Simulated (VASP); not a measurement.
# NbB2 (P6/mmm) in VASP: notebook

The runs below take NbB2 through single point, with LDA.

Everything below comes from runs of VASP 6.6.1. Logs are shortened: lines on timing, memory, paths and dates and some standing lists are left out, and cuts for length are marked.

### Step 1. The cell of the first run

The structure is hexagonal, space group P6/mmm (No. 191). The conventional cell has a = 3.072 Å, b = 3.072 Å, c = 3.445 Å, α = 90.00°, β = 90.00°, γ = 120.00°. Within 3.3 Å of Nb (site symmetry 6/mmm) lie 12 B at 2.47 Å and 6 Nb at 3.07 Å. Within 2.4 Å of B (site symmetry -6m2) lie 3 B at 1.77 Å.

### Step 2. Single point, LDA (strain +0.000 along x and y, +0.050 along z)

Contents of INCAR:

```
PREC = Accurate ; ENCUT = 520
EDIFF = 1E-6 ; ISMEAR = 0
SIGMA = 0.15 ; LREAL = False
LASPH = True ; NELM = 60
ALGO = Normal ; ISIF = 2
LWAVE = False ; LCHARG = False
GGA = CA ; NBANDS = 16
```

Contents of KPOINTS:

```
Automatic mesh
0
Gamma
  18 18 14
```

Contents of POSCAR:

```
NbB2
1.0
    3.0719809748      0.0000000000      0.0000000000
   -1.5359904874      2.6604135641      0.0000000000
    0.0000000000      0.0000000000      3.4453877630
Nb B
1 2
Direct
    0.0000000000      0.0000000000      0.0000000000
    0.3333333333      0.6666666667      0.5000000000
    0.6666666667      0.3333333333      0.5000000000
```

Potentials or basis: VASP PAW LDA potentials, release 64 (Nb_sv, B).

Started as:

```bash
$ cat potpaw_LDA.64/Nb_sv/POTCAR potpaw_LDA.64/B/POTCAR > POTCAR
$ mpirun -np 1 vasp_std > vasp.out
```

OUTCAR:

```text
PREC = Accurate
   ENCUT = 520
   EDIFF = 1E-6
   ISMEAR = 0
   LREAL = False
   LASPH = True
   NELM = 60
   ISIF = 2
   GGA = CA

 ion  position               nearest neighbor table
   1  0.000  0.000  0.000-   2 2.47   3 2.47   2 2.47   3 2.47   2 2.47   2 2.47   3 2.47   3 2.47
                             3 2.47   3 2.47   2 2.47   2 2.47
   2  0.333  0.667  0.500-   3 1.77   3 1.77   3 1.77   1 2.47   1 2.47   1 2.47   1 2.47   1 2.47
                             1 2.47
   3  0.667  0.333  0.500-   2 1.77   2 1.77   2 1.77   1 2.47   1 2.47   1 2.47   1 2.47   1 2.47
                             1 2.47

  LATTYP: Found a hexagonal cell.
 ALAT       =     3.0719809748
 C/A-ratio  =     1.1215524417

  Lattice vectors:

 A1 = (   3.0719809748,   0.0000000000,   0.0000000000)
 A2 = (  -1.5359904874,   2.6604135641,   0.0000000000)
 A3 = (   0.0000000000,   0.0000000000,   3.4453877630)

Analysis of symmetry for initial positions (statically):
=====================================================================
 Subroutine PRICEL returns:
 Original cell was already a primitive cell.

 Routine SETGRP: Setting up the symmetry group for a
 hexagonal supercell.

 Subroutine GETGRP returns: Found 24 space group operations
 (whereof 24 operations were pure point group operations)
 out of a pool of 24 trial point group operations.

The static configuration has the point symmetry D_6h.

Analysis of symmetry for dynamics (positions and initial velocities):
=====================================================================
 Subroutine PRICEL returns:
 Original cell was already a primitive cell.

 Routine SETGRP: Setting up the symmetry group for a
 hexagonal supercell.

 Subroutine GETGRP returns: Found 24 space group operations
 (whereof 24 operations were pure point group operations)
 out of a pool of 24 trial point group operations.

The dynamic configuration has the point symmetry D_6h.

 Subroutine INISYM returns: Found 24 space group operations
 (whereof 24 operations are pure point group operations),
 and found     1 'primitive' translations

----------------------------------------------------------------------------------------

                                     Primitive cell

  volume of cell :      28.1583

  direct lattice vectors                    reciprocal lattice vectors
     3.071980975  0.000000000  0.000000000     0.325522849  0.187940705  0.000000000
    -1.535990487  2.660413564  0.000000000     0.000000000  0.375881409  0.000000000
     0.000000000  0.000000000  3.445387763     0.000000000  0.000000000  0.290243093

  length of vectors
     3.071980975  3.071980975  3.445387763     0.375881409  0.375881409  0.290243093

  position of ions in fractional coordinates (direct lattice)
     0.000000000  0.000000000  0.000000000
     0.333333333  0.666666667  0.500000000
     0.666666667  0.333333333  0.500000000

  ion indices of the primitive-cell ions
   primitive index   ion index
                 1           1
                 2           2
                 3           3

----------------------------------------------------------------------------------------

 KPOINTS: Automatic mesh

Automatic generation of k-mesh.
 Grid dimensions read from file:
 generate k-points for:   18   18   14

 Generating k-lattice:

  Cartesian coordinates                     Fractional coordinates (reciprocal lattice)
     0.018084603  0.010441150  0.000000000     0.055555556  0.000000000  0.000000000
     0.000000000  0.020882301  0.000000000     0.000000000  0.055555556  0.000000000
     0.000000000  0.000000000  0.020731649     0.000000000  0.000000000  0.071428571

  Length of vectors
     0.020882301  0.020882301  0.020731649

  Shift w.r.t. Gamma in fractional coordinates (k-lattice)
     0.000000000  0.000000000  0.000000000

 Subroutine IBZKPT returns following result:
 ===========================================

 Found    296 irreducible k-points:

 Following reciprocal coordinates:
            Coordinates               Weight
  0.000000  0.000000  0.000000      1.000000
  0.055556 -0.000000  0.000000      6.000000
  0.111111 -0.000000  0.000000      6.000000
  0.166667  0.000000  0.000000      6.000000
  0.222222  0.000000  0.000000      6.000000
  0.277778 -0.000000  0.000000      6.000000
[... 16 lines left out ...]
  0.333333  0.111111  0.000000     12.000000
  0.388889  0.111111  0.000000     12.000000
 [... further k-points ...]
   k-points           NKPTS =    296   k-points in BZ     NKDIM =    296   number of bands    NBANDS=     16
   number of dos      NEDOS =    301   number of ions     NIONS =      3
   total plane-waves  NPLWV =  16128
   dimension x,y,z NGX =    24 NGY =   24 NGZ =   28
   dimension x,y,z NGXF=    48 NGYF=   48 NGZF=   56
   ions per type =               1   2
   NGX,Y,Z   is equivalent  to a cutoff of  12.99, 12.99, 13.51 a.u.
   NGXF,Y,Z  is equivalent  to a cutoff of  25.98, 25.98, 27.02 a.u.
 SYSTEM =  unknown system
   PREC   = accura    normal or accurate (medium, high low for compatibility)
   ISTART =      0    job   : 0-new  1-cont  2-samecut
   ICHARG =      2    charge: 1-file 2-atom 10-const
   ISPIN  =      1    spin polarized calculation?
   LNONCOLLINEAR =      F non collinear calculations
   LSORBIT =      F    spin-orbit coupling
   LASPH  =      T    aspherical Exc in radial PAW
   ENCUT  =  520.0 eV  38.22 Ry    6.18 a.u.   5.71  5.71  6.41*2*pi/ulx,y,z
   NELM   =     60;   NELMIN=  2; NELMDL= -5     # of ELM steps
   EDIFF  = 0.1E-05   stopping-criterion for ELM
   LREAL  =      F    real-space projection
   EDIFFG = 0.1E-04   stopping-criterion for IOM
   NSW    =      0    number of steps for IOM
   IBRION =     -1    ionic relax: 0-MD 1-quasi-New 2-CG
   NFREE  =      0    steps in history (QN), initial steepest desc. (CG)
   ISIF   =      2    stress and relaxation
   ISYM   =      2    0-nonsym 1-usesym 2-fastsym
   POTIM  = 0.5000    time-step for ionic-motion
   TEBEG  =    0.0;   TEEND  =   0.0 temperature during run
   PSTRESS=    0.0 pullay stress
   NELECT =      19.0000    total number of electrons
   NUPDOWN=      -1.0000    fix difference up-down
   EMIN   =  10.00;   EMAX   =-10.00  energy-range for DOS
   EFERMI =   0.00;   METHOD = LEGACY
   ISMEAR =     0;   SIGMA  =   0.15  broadening in eV -4-tet -1-fermi 0-gaus
   EFERMI_NEDOS =   21; number of points for ismear=-14 and -15
   IALGO  =     38    algorithm
   IMIX   =      4    mixing-type and parameters
     AMIX     =   0.40;   BMIX     =  1.00
     AMIX_MAG =   1.60;   BMIX_MAG =  1.00
  volume/ion in A,a.u.               =       9.39        63.34
  Fermi-wavevector in a.u.,A,eV,Ry     =   1.435900  2.713457 28.052600  2.061808
  Thomas-Fermi vector in A             =   2.555147
   LORBIT       =      0    0 simple, 1 ext, 2 COOP (PROOUT), +10 PAW based schemes
   GGA     = CA    functional components
   LHFCALC =     F    Hartree Fock is set to
   AEXX    =    0.0000 exact exchange contribution
   IVDW    =     0    specifies the selected vdW correction
   LEPSILON=     F    determine dielectric tensor
   LRPA    =     F    only Hartree local field effects (RPA)
 non-spin polarized calculation
 Gauss-broadening in eV      SIGMA  =   0.15
  energy-cutoff  :      520.00
  volume of cell :       28.16
 maximum number of plane-waves:       781
 NGX is ok and might be reduce to    24
   NGX = 11   NGY = 11   NGZ = 13

 number of electron      19.0000002 magnetization

 Free energy of the ion-electron system (eV)
  ---------------------------------------------------
  ext. energy  EPLUGINS =         0.00000000
  ---------------------------------------------------
  free energy    TOTEN  =       -28.46715606 eV

  energy without entropy =      -28.45360354  energy(sigma->0) =      -28.46037980

 E-fermi :  12.1629     XC(G=0): -13.1265

 val. band max:       12.1628230566   @ k =   0.0556  -0.0000   0.2143
 cond. band min:      12.1717338156   @ k =   0.1111  -0.0000   0.2143
 fundamental gap:      0.0089107589
 Fermi energy:        12.1628887627

 k-point     1 :       0.0000    0.0000    0.0000
  band No.  band energies     occupation
      1     -43.2947      2.00000
      2     -19.6683      2.00000
      3     -19.1397      2.00000
      4     -19.1397      2.00000
      5      -1.8451      2.00000
      6       7.9462      2.00000
[... 8 lines left out ...]
     15      16.8163      0.00000
     16      17.3113      0.00000

 k-point     2 :       0.0556   -0.0000    0.0000
  band No.  band energies     occupation
      1     -43.2917      2.00000
      2     -19.6641      2.00000
      3     -19.1648      2.00000
      4     -19.1453      2.00000
      5      -1.7823      2.00000
      6       8.0039      2.00000
[... 8 lines left out ...]
     15      17.2246      0.00000
     16      17.5461      0.00000

 k-point     3 :       0.1111   -0.0000    0.0000
  band No.  band energies     occupation
      1     -43.2831      2.00000
      2     -19.6520      2.00000
      3     -19.2368      2.00000
      4     -19.1614      2.00000
      5      -1.5966      2.00000
      6       7.7001      2.00000
[... 8 lines left out ...]
     15      18.1329      0.00000
     16      18.2096      0.00000

 k-point     4 :       0.1667    0.0000    0.0000
  band No.  band energies     occupation
      1     -43.2700      2.00000
      2     -19.6334      2.00000
      3     -19.3456      2.00000
      4     -19.1861      2.00000
      5      -1.2963      2.00000
      6       7.0580      2.00000
[... 8 lines left out ...]
     15      18.5503      0.00000
     16      19.1957      0.00000
[... 324 lines left out ...]
 k-point    22 :       0.2778    0.1111    0.0000
  band No.  band energies     occupation
      1     -43.2159      2.00000
      2     -19.7361      2.00000
      3     -19.5569      2.00000
      4     -19.3255      2.00000
      5       0.3360      2.00000
      6       4.7799      2.00000
[... 8 lines left out ...]
     15      18.8037      0.00000
     16      21.2856      0.00000

 k-point    23 :       0.3333    0.1111    0.0000
  band No.  band energies     occupation
      1     -43.2034      2.00000
      2     -19.8235      2.00000
      3     -19.5391      2.00000
      4     -19.3566      2.00000
      5       0.9683      2.00000
      6       4.0144      2.00000
[... 8 lines left out ...]
     15      19.5834      0.00000
     16      20.8926      0.00000

 k-point    24 :       0.3889    0.1111    0.0000
  band No.  band energies     occupation
      1     -43.1952      2.00000
      2     -19.8800      2.00000
      3     -19.5275      2.00000
      4     -19.3768      2.00000
      5       1.6409      2.00000
      6       3.2566      2.00000
[... 8 lines left out ...]
     15      20.2410      0.00000
     16      20.3536      0.00000

 [... further k-points ...]

------------------------ aborting loop because EDIFF is reached ----------------------------------------

  FORCE on cell =-STRESS in cart. coord.  units (eV):
  Direction    XX          YY          ZZ          XY          YZ          ZX
  --------------------------------------------------------------------------------------
  -------------------------------------------------------------------------------------
  Total       -1.6427337     -1.6427337     -3.4092263      0.0000000     -0.0000000     -0.0000000
  in kB      -93.4699419    -93.4699419   -193.9816398      0.0000000     -0.0000000     -0.0000000
  external PRESSURE =    -126.9738412 kB  Pullay stress =       0.0000000 kB

 VOLUME and BASIS-vectors are now :
 -----------------------------------------------------------------------------
  energy-cutoff  :      520.00
  volume of cell :       28.16
      direct lattice vectors                 reciprocal lattice vectors
     3.071980975  0.000000000  0.000000000     0.325522849  0.187940705  0.000000000
    -1.535990487  2.660413564  0.000000000     0.000000000  0.375881409  0.000000000
     0.000000000  0.000000000  3.445387763     0.000000000  0.000000000  0.290243093

 POSITION                                       TOTAL-FORCE (eV/Angst)
 -----------------------------------------------------------------------------------
      0.00000      0.00000      0.00000        -0.000000     -0.000000      0.000000
     -0.00000      1.77361      1.72269        -0.000000      0.000000      0.000000
      1.53599      0.88680      1.72269         0.000000     -0.000000      0.000000
 -----------------------------------------------------------------------------------
    total drift:                               -0.000000      0.000000     -0.000000

  FREE ENERGIE OF THE ION-ELECTRON SYSTEM (eV)
  ---------------------------------------------------
  free  energy   TOTEN  =       -28.4671560619 eV

  energy  without entropy=      -28.4536035415  energy(sigma->0) =      -28.46037980
```

Run time: 37 s. Hardware: 1 thread of Intel Xeon 6975P-C (Granite Rapids), shared host; peak memory 0.23 GiB.

Results:

```
Free energy : -28.4672 eV
Pressure    : -12.7 GPa
```

Levels at points of the mesh, in eV from the Fermi level:
```
           k point  band 7  band 8  band 9  band 10  band 11  band 12
(0.00, 0.00, 0.00)   -3.84   -3.84   -3.47     1.28     1.28     2.71
(0.50, 0.00, 0.00)   -5.34   -4.24   -4.02     0.31     1.60     2.86
(0.00, 0.00, 0.50)   -1.68   -1.68   -1.24    -1.24    -1.06    -1.06
(0.50, 0.00, 0.50)   -5.84   -5.58   -3.21     1.64     3.12     3.84
```

Caveat: the cell differs from its parent crystal (strain +0.000 along x and y, +0.050 along z).

### Step 3. Single point, LDA (strain -0.050 along x and y, -0.050 along z)

Contents of INCAR:

```
  PREC = Accurate
  ENCUT = 520
  EDIFF = 1E-6
  ISMEAR = 0
  SIGMA = 0.15
  LREAL = False
  LASPH = True
  NELM = 60
  ALGO = Normal
  ISIF = 2
  LWAVE = False
  LCHARG = False
  GGA = CA
  NBANDS = 16
```

KPOINTS is that of step 2.

Contents of POSCAR:

```
NbB2
1.0
    2.9183819260      0.0000000000      0.0000000000
   -1.4591909630      2.5273928859      0.0000000000
    0.0000000000      0.0000000000      3.1172555950
Nb B
1 2
Direct
    0.0000000000      0.0000000000      0.0000000000
    0.3333333333      0.6666666667      0.5000000000
    0.6666666667      0.3333333333      0.5000000000
```

Potentials or basis: VASP PAW LDA potentials, release 64 (Nb_sv, B).

Started as:

```bash
$ cat potpaw_LDA.64/Nb_sv/POTCAR potpaw_LDA.64/B/POTCAR > POTCAR
$ mpirun -np 1 vasp_std > vasp.out
```

Run time: 30 s. Hardware: 1 thread of Intel Xeon 6975P-C (Granite Rapids), shared host; peak memory 0.21 GiB.

The run converged. Its results:

```yaml
Free_energy: -27.8621 eV
Pressure: 65.7 GPa
```

Stress tensor (GPa, compression positive):
```
67.54  0.00  0.00
 0.00 67.54  0.00
 0.00  0.00 62.07
```

Levels at points of the mesh, in eV from the Fermi level:
```csv
k point,band 6,band 7,band 8,band 9,band 10,band 11,band 12,band 13
"(0.00, 0.00, 0.00)",-5.24,-5.17,-5.17,-3.30,1.69,1.69,3.84,3.84
"(0.50, 0.00, 0.00)",-9.94,-6.24,-5.46,-4.75,0.47,1.81,3.33,4.11
"(0.00, 0.00, 0.50)",-9.48,-2.41,-2.41,-2.18,-2.18,-1.48,-1.48,0.90
"(0.50, 0.00, 0.50)",-8.52,-7.37,-6.91,-3.22,2.87,3.85,4.40,6.35
```

Caveat: the cell differs from its parent crystal (strain -0.050 along x and y, -0.050 along z).
